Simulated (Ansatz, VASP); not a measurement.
# In3BiP2 in VASP and in Ansatz

POSCAR

```
In3BiP2
1.0
    4.3609847536      0.0000000000      0.0000000000
   -2.1804923768      3.7767235822      0.0000000000
    0.0000000000      0.0000000000     10.7964711398
P Bi In
2 1 3
Direct
    0.0000000000      0.0000000000      0.0141160659
    0.3333333333      0.6666666667      0.3227007593
    0.6666666667      0.3333333333      0.6608518947
    0.3333333333      0.6666666667      0.0836200780
    0.6666666667      0.3333333333      0.3903174832
    0.0000000000      0.0000000000      0.7783937190
```

Contents of INCAR.step1:

```
PREC = Accurate
ENCUT = 520
ISMEAR = -1
SIGMA = 0.02
LREAL = F
LASPH = T
NELM = 60
NBANDS = 41
GGA = PE
ALGO = Normal
EDIFF = 1E-4
LWAVE = T
LCHARG = F
```

Contents of INCAR.step2:

```
PREC = Accurate
ENCUT = 520
EDIFF = 1E-6
ISMEAR = -1
SIGMA = 0.02
LREAL = F
LASPH = T
NELM = 60
ALGO = Normal
ISIF = 2
LWAVE = F
LCHARG = F
METAGGA = R2SCAN
LMIXTAU = T
NBANDS = 41
ISTART = 1
```

The input KPOINTS:

```
regular mesh
0
Gamma
  12 12 4
```

Input for Ansatz:

```yaml
crystal:
  lattice:
    - [4.3609847536, 0.0, 0.0]
    - [-2.1804923768, 3.7767235822, 0.0]
    - [0.0, 0.0, 10.7964711398]
  atoms:
    - { symbol: P, position: [0.0, 0.0, 0.0141160659] }
    - { symbol: P, position: [0.3333333333, 0.6666666667, 0.3227007593] }
    - { symbol: Bi, position: [0.6666666667, 0.3333333333, 0.6608518947] }
    - { symbol: In, position: [0.3333333333, 0.6666666667, 0.083620078] }
    - { symbol: In, position: [0.6666666667, 0.3333333333, 0.3903174832] }
    - { symbol: In, position: [0.0, 0.0, 0.778393719] }
kpoints:
  mp_grid: { grid: [12, 12, 4] }
  band_path:
    path:
      - [0.0, 0.0, 0.0]
      - [0.5, 0.0, 0.0]
      - [0.3333333333, 0.3333333333, 0.0]
      - [0.0, 0.0, 0.5]
      - [0.5, 0.0, 0.5]
      - [0.3333333333, 0.3333333333, 0.5]
      - [0.0, 0.0833333333, -0.5]
      - [0.1, 0.0, 0.0]
    npoints: 1
hamiltonian:
  xc: r2scan
scf:
  occupations: { method: fermi_dirac, width: 0.02 }
  n_extra_bands: 5
output:
  forces: true
  stress: true
  eigenvalues: true
```

Alike in both runs: task single point; functional r2SCAN; k mesh 12 × 12 × 4; occupations fermi-dirac, width 0.02 eV; no spin polarisation.

|  | VASP | Ansatz |
| --- | --- | --- |
| version | VASP 6.6.1 | Ansatz 0.2.0 |
| potentials or method | VASP PAW PBE potentials, release 64 (P, Bi_d, In_d) | plane waves, PAW |
| plane-wave cutoff (eV) | 520 | 500 |
| valence electrons in the cell | 64 | 64 |

Ansatz gave:

```
pressure (GPa)                                                : -0.1
traceless stress, the component that is largest in VASP (GPa) : 0.07
rms of the force components (eV/Å)                            : 0.044
```

Problem. Estimate VASP's values.

Solution. Pressure (GPa): -0.3; traceless stress, the component that is largest in VASP (GPa): 0.07; rms of the force components (eV/Å): 0.044.

VASP's potentials were made for PBE, not for r2SCAN. Atom by atom the forces differ by 0.003 eV/Å (rms over components). With one functional, cell and mesh, what is left measures potentials, basis and numerics.

Neither program's run includes spin-orbit coupling.
